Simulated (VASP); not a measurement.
# Nb (R-3m) in VASP: electric field gradients with PBEsol

Aim: the electric field gradients of Nb with PBEsol.

Everything below comes from runs of VASP 6.6.1. Logs are shortened: lines on timing, memory, paths and dates and some standing lists are left out, and cuts for length are marked.

### 1 The cell of the first run

The structure is trigonal, space group R-3m (No. 166). Conventional cell: a = 4.002 Å, b = 4.002 Å, c = 9.802 Å, α = 90.00°, β = 90.00°, γ = 120.00°. Within 1.9 Å of Nb (site symmetry 3m) lie 1 Nb at 1.42 Å.

### 2 Electric field gradients, PBEsol (shortest bond scaled by 0.58)

The input, INCAR:

```
SYSTEM = Nb
PREC = Accurate
ENCUT = 520
EDIFF = 1E-8
ISMEAR = -1
SIGMA = 0.05
LREAL = .False.
LASPH = .True.
NELM = 100
ALGO = Normal
ISIF = 2
LWAVE = .False.
LCHARG = .False.
GGA = PS
LEFG = .True.
NBANDS = 20
```

The input, KPOINTS:

```
Automatic mesh
0
Gamma
  9 9 9
  0 0 0
```

The input, POSCAR:

```
Nb
1.0
    0.0000000000      2.8296800281      2.8296800281
    2.8296800281      0.0000000000      2.8296800281
    2.8296800281      2.8296800281      0.0000000000
Nb
2
Direct
   -0.2825000000     -0.0725000000     -0.0725000000
    0.2825000000      0.0725000000      0.0725000000
```

Potentials or basis: VASP PAW PBE potentials, release 64 (Nb_sv).

Command:

```
$ cat potpaw_PBE.64/Nb_sv/POTCAR > POTCAR
$ mpirun -np 1 vasp_std > vasp.out
```

OUTCAR:

```text
SYSTEM = Nb
   PREC = Accurate
   ENCUT = 520
   EDIFF = 1E-8
   ISMEAR = -1
   LREAL = .False.
   LASPH = .True.
   NELM = 100
   ISIF = 2
   GGA = PS

 ion  position               nearest neighbor table
   1  0.718  0.928  0.928-   2 1.42   2 2.96   2 2.96   2 2.96
   2  0.282  0.072  0.072-   1 1.42   1 2.96   1 2.96   1 2.96

 -----------------------------------------------------------------------------
|                                                                             |
|           W    W    AA    RRRRR   N    N  II  N    N   GGGG   !!!           |
|           W    W   A  A   R    R  NN   N  II  NN   N  G    G  !!!           |
|           W    W  A    A  R    R  N N  N  II  N N  N  G       !!!           |
|           W WW W  AAAAAA  RRRRR   N  N N  II  N  N N  G  GGG   !            |
|           WW  WW  A    A  R   R   N   NN  II  N   NN  G    G                |
|           W    W  A    A  R    R  N    N  II  N    N   GGGG   !!!           |
|                                                                             |
|     The distance between some ions is very small. Please check the          |
|     nearest-neighbor list in the OUTCAR file.                               |
|     I HOPE YOU KNOW WHAT YOU ARE DOING!                                     |
|                                                                             |
 -----------------------------------------------------------------------------

  LATTYP: Found a face centered cubic cell.
 ALAT       =     5.6593600562

  Lattice vectors:

 A1 = (   0.0000000000,   2.8296800281,   2.8296800281)
 A2 = (   2.8296800281,   0.0000000000,   2.8296800281)
 A3 = (   2.8296800281,   2.8296800281,   0.0000000000)

Analysis of symmetry for initial positions (statically):
=====================================================================
 Subroutine PRICEL returns:
 Original cell was already a primitive cell.

 Routine SETGRP: Setting up the symmetry group for a
 face centered cubic supercell.

 Subroutine GETGRP returns: Found 12 space group operations
 (whereof  4 operations were pure point group operations)
 out of a pool of 48 trial point group operations.

The static configuration has the point symmetry C_2h.
 The point group associated with its full space group is D_3d.

Analysis of symmetry for dynamics (positions and initial velocities):
=====================================================================
 Subroutine PRICEL returns:
 Original cell was already a primitive cell.

 Routine SETGRP: Setting up the symmetry group for a
 face centered cubic supercell.

 Subroutine GETGRP returns: Found 12 space group operations
 (whereof  4 operations were pure point group operations)
 out of a pool of 48 trial point group operations.

The dynamic configuration has the point symmetry C_2h.
 The point group associated with its full space group is D_3d.

 Subroutine INISYM returns: Found 12 space group operations
 (whereof  4 operations are pure point group operations),
 and found     1 'primitive' translations

----------------------------------------------------------------------------------------

                                     Primitive cell

  volume of cell :      45.3150

  direct lattice vectors                    reciprocal lattice vectors
     0.000000000  2.829680028  2.829680028    -0.176698424  0.176698424  0.176698424
     2.829680028  0.000000000  2.829680028     0.176698424 -0.176698424  0.176698424
     2.829680028  2.829680028  0.000000000     0.176698424  0.176698424 -0.176698424

  length of vectors
     4.001771873  4.001771873  4.001771873     0.306050647  0.306050647  0.306050647

  position of ions in fractional coordinates (direct lattice)
     0.717500000  0.927500000  0.927500000
     0.282500000  0.072500000  0.072500000

  ion indices of the primitive-cell ions
   primitive index   ion index
                 1           1
                 2           2

----------------------------------------------------------------------------------------

 KPOINTS: Automatic mesh

Automatic generation of k-mesh.
 Grid dimensions read from file:
 generate k-points for:    9    9    9

 Generating k-lattice:

  Cartesian coordinates                     Fractional coordinates (reciprocal lattice)
    -0.019633158  0.019633158  0.019633158     0.111111111  0.000000000  0.000000000
     0.019633158 -0.019633158  0.019633158     0.000000000  0.111111111  0.000000000
     0.019633158  0.019633158 -0.019633158     0.000000000  0.000000000  0.111111111

  Length of vectors
     0.034005627  0.034005627  0.034005627

  Shift w.r.t. Gamma in fractional coordinates (k-lattice)
     0.000000000  0.000000000  0.000000000

 Subroutine IBZKPT returns following result:
 ===========================================

 Found     85 irreducible k-points:

 Following reciprocal coordinates:
            Coordinates               Weight
  0.000000  0.000000  0.000000      1.000000
  0.111111  0.000000  0.000000      2.000000
  0.000000  0.111111  0.000000      6.000000
  0.222222  0.000000  0.000000      2.000000
  0.000000  0.222222  0.000000      6.000000
  0.333333  0.000000  0.000000      2.000000
[... 16 lines left out ...]
 -0.333333  0.111111  0.000000      6.000000
  0.000000 -0.333333  0.111111     12.000000
 [... further k-points ...]
   k-points           NKPTS =     85   k-points in BZ     NKDIM =     85   number of bands    NBANDS=     20
   number of dos      NEDOS =    301   number of ions     NIONS =      2
   total plane-waves  NPLWV =  27000
   dimension x,y,z NGX =    30 NGY =   30 NGZ =   30
   dimension x,y,z NGXF=    60 NGYF=   60 NGZF=   60
   ions per type =               2
   NGX,Y,Z   is equivalent  to a cutoff of  12.46, 12.46, 12.46 a.u.
   NGXF,Y,Z  is equivalent  to a cutoff of  24.93, 24.93, 24.93 a.u.
 SYSTEM =  Nb
   PREC   = accura    normal or accurate (medium, high low for compatibility)
   ISTART =      0    job   : 0-new  1-cont  2-samecut
   ICHARG =      2    charge: 1-file 2-atom 10-const
   ISPIN  =      1    spin polarized calculation?
   LNONCOLLINEAR =      F non collinear calculations
   LSORBIT =      F    spin-orbit coupling
   LASPH  =      T    aspherical Exc in radial PAW
   ENCUT  =  520.0 eV  38.22 Ry    6.18 a.u.   7.44  7.44  7.44*2*pi/ulx,y,z
   NELM   =    100;   NELMIN=  2; NELMDL= -5     # of ELM steps
   EDIFF  = 0.1E-07   stopping-criterion for ELM
   LREAL  =      F    real-space projection
   EDIFFG = 0.1E-06   stopping-criterion for IOM
   NSW    =      0    number of steps for IOM
   IBRION =     -1    ionic relax: 0-MD 1-quasi-New 2-CG
   NFREE  =      0    steps in history (QN), initial steepest desc. (CG)
   ISIF   =      2    stress and relaxation
   ISYM   =      2    0-nonsym 1-usesym 2-fastsym
   POTIM  = 0.5000    time-step for ionic-motion
   TEBEG  =    0.0;   TEEND  =   0.0 temperature during run
   PSTRESS=    0.0 pullay stress
   NELECT =      26.0000    total number of electrons
   NUPDOWN=      -1.0000    fix difference up-down
   EMIN   =  10.00;   EMAX   =-10.00  energy-range for DOS
   EFERMI =   0.00;   METHOD = LEGACY
   ISMEAR =    -1;   SIGMA  =   0.05  broadening in eV -4-tet -1-fermi 0-gaus
   EFERMI_NEDOS =   21; number of points for ismear=-14 and -15
   IALGO  =     38    algorithm
   IMIX   =      4    mixing-type and parameters
     AMIX     =   0.40;   BMIX     =  1.00
     AMIX_MAG =   1.60;   BMIX_MAG =  1.00
  volume/ion in A,a.u.               =      22.66       152.90
  Fermi-wavevector in a.u.,A,eV,Ry     =   1.360354  2.570696 25.178440  1.850563
  Thomas-Fermi vector in A             =   2.487023
   LORBIT       =      0    0 simple, 1 ext, 2 COOP (PROOUT), +10 PAW based schemes
   GGA     = PS    functional components
   LHFCALC =     F    Hartree Fock is set to
   AEXX    =    0.0000 exact exchange contribution
   IVDW    =     0    specifies the selected vdW correction
   LEPSILON=     F    determine dielectric tensor
   LRPA    =     F    only Hartree local field effects (RPA)
 non-spin polarized calculation
  energy-cutoff  :      520.00
  volume of cell :       45.32
 maximum number of plane-waves:      1243
 NGX is ok and might be reduce to    30
   NGX = 15   NGY = 15   NGZ = 15

 number of electron      26.0000001 magnetization

 Free energy of the ion-electron system (eV)
  ---------------------------------------------------
  ext. energy  EPLUGINS =         0.00000000
  ---------------------------------------------------
  free energy    TOTEN  =         7.30016419 eV

  energy without entropy =        7.31061834  energy(sigma->0) =        7.30539127

 E-fermi :   7.2134     XC(G=0): -10.5042

 val. band max:        7.2067777421   @ k =  -0.4444   0.2222   0.1111
 cond. band min:       7.2324015428   @ k =  -0.2222   0.1111   0.0000
 fundamental gap:      0.0256238006
 Fermi energy:         7.2133694986

 k-point     1 :       0.0000    0.0000    0.0000
  band No.  band energies     occupation
      1     -54.7475      2.00000
      2     -41.3872      2.00000
      3     -29.5147      2.00000
      4     -25.5521      2.00000
      5     -25.5521      2.00000
      6     -18.9092      2.00000
[... 12 lines left out ...]
     19      14.9448      0.00000
     20      17.6530      0.00000

 k-point     2 :       0.1111    0.0000    0.0000
  band No.  band energies     occupation
      1     -54.7448      2.00000
      2     -41.4091      2.00000
      3     -29.4644      2.00000
      4     -25.5677      2.00000
      5     -25.5677      2.00000
      6     -18.8708      2.00000
[... 12 lines left out ...]
     19      15.8802      0.00000
     20      16.1301      0.00000

 k-point     3 :       0.0000    0.1111    0.0000
  band No.  band energies     occupation
      1     -54.7465      2.00000
      2     -41.3941      2.00000
      3     -29.4981      2.00000
      4     -25.5692      2.00000
      5     -25.5509      2.00000
      6     -18.9167      2.00000
[... 12 lines left out ...]
     19      14.9034      0.00000
     20      17.3248      0.00000

 k-point     4 :       0.2222    0.0000    0.0000
  band No.  band energies     occupation
      1     -54.7381      2.00000
      2     -41.4639      2.00000
      3     -29.3368      2.00000
      4     -25.6066      2.00000
      5     -25.6066      2.00000
      6     -18.7737      2.00000
[... 429 lines left out ...]
 k-point    23 :      -0.3333    0.1111    0.0000
  band No.  band energies     occupation
      1     -54.7290      2.00000
      2     -41.5383      2.00000
      3     -29.1596      2.00000
      4     -25.6773      2.00000
      5     -25.6466      2.00000
      6     -18.6767      2.00000
[... 12 lines left out ...]
     19      17.6100      0.00000
     20      18.1504      0.00000

 k-point    24 :       0.0000   -0.3333    0.1111
  band No.  band energies     occupation
      1     -54.7398      2.00000
      2     -41.4380      2.00000
      3     -29.3906      2.00000
      4     -25.6689      2.00000
      5     -25.5571      2.00000
      6     -18.9406      2.00000
[... 12 lines left out ...]
     19      15.8393      0.00000
     20      16.4506      0.00000

 [... further k-points ...]
[... 5 lines left out ...]
  --------------------------------------------------------------------------------------
  -------------------------------------------------------------------------------------
  Total       62.9427525     62.9427525     62.9427525    -62.2009933     62.2009933    -62.2009933
  in kB     2225.4320027   2225.4320027   2225.4320027  -2199.2060338   2199.2060338  -2199.2060338
  external PRESSURE =    2225.4320027 kB  Pullay stress =       0.0000000 kB

 VOLUME and BASIS-vectors are now :
 -----------------------------------------------------------------------------
  energy-cutoff  :      520.00
  volume of cell :       45.32
      direct lattice vectors                 reciprocal lattice vectors
     0.000000000  2.829680028  2.829680028    -0.176698424  0.176698424  0.176698424
     2.829680028  0.000000000  2.829680028     0.176698424 -0.176698424  0.176698424
     2.829680028  2.829680028  0.000000000     0.176698424  0.176698424 -0.176698424

 POSITION                                       TOTAL-FORCE (eV/Angst)
 -----------------------------------------------------------------------------------
      5.24906      4.65482      4.65482       -75.473038     75.473038     75.473038
      0.41030      1.00454      1.00454        75.473038    -75.473038    -75.473038
 -----------------------------------------------------------------------------------
    total drift:                               -0.000000     -0.000000     -0.000000

  FREE ENERGIE OF THE ION-ELECTRON SYSTEM (eV)
  ---------------------------------------------------
  free  energy   TOTEN  =         7.3001641944 eV

  energy  without entropy=        7.3106183426  energy(sigma->0) =        7.30539127

 Electric field gradients (V/A^2)
---------------------------------------------------------------------
 ion       V_xx      V_yy      V_zz      V_xy      V_xz      V_yz
---------------------------------------------------------------------
   1      -0.000     0.000     0.000   382.941   382.941  -382.942
   2      -0.000     0.000     0.000   382.941   382.941  -382.942
---------------------------------------------------------------------

 Electric field gradients after diagonalization (V/A^2)
 (convention: |V_zz| > |V_xx| > |V_yy|)
----------------------------------------------------------------------
 ion       V_xx      V_yy      V_zz     asymmetry (V_yy - V_xx)/ V_zz
----------------------------------------------------------------------
   1     382.942   382.940  -765.882       0.000
   2     382.942   382.940  -765.882       0.000
----------------------------------------------------------------------

           NMR quadrupolar parameters

 Cq : quadrupolar parameter    Cq=e*Q*V_zz/h
 eta: asymmetry parameters     (V_yy - V_xx)/ V_zz
 Q  : nuclear electric quadrupole moment in mb (millibarn)
----------------------------------------------------------------------
 ion       Cq(MHz)       eta       Q (mb)
----------------------------------------------------------------------
   1      -1.852       0.000       1.000
   2      -1.852       0.000       1.000
----------------------------------------------------------------------
```

It took 1.9 min on 1 thread of Intel Xeon Platinum 8259CL at 2.50GHz (Skylake/Cascade Lake), shared host; peak memory 0.2 GiB.

What came out:

```
Free energy            : 7.3002 eV
Pressure               : 222.5 GPa
Largest force          : 130.723 eV/Å
Band gap on the k mesh : zero (band 13 reaches 7.48 eV, above the bottom of band 14 at 6.75 eV)
```

Forces in eV/Å, atoms in the order of the input:
```
Nb  -75.473  75.473  75.473
Nb   75.473 -75.473 -75.473
```

Stress tensor (GPa, compression positive):
```
 222.54 -219.92 -219.92
-219.92  222.54  219.92
-219.92  219.92  222.54
```

Electric field gradients, principal values (V/Å²):
```
atom    least   middle  greatest (by size)
1 Nb  382.940  382.942            -765.882
2 Nb  382.940  382.942            -765.882
```

Caveat: the cell differs from its parent crystal (shortest bond scaled by 0.58); without QUAD_EFG the Cq values of the log hold for a quadrupole moment of 1 mb, not for the nuclei; the PAW data sets were made with another functional, which shifts forces and pressure a little.
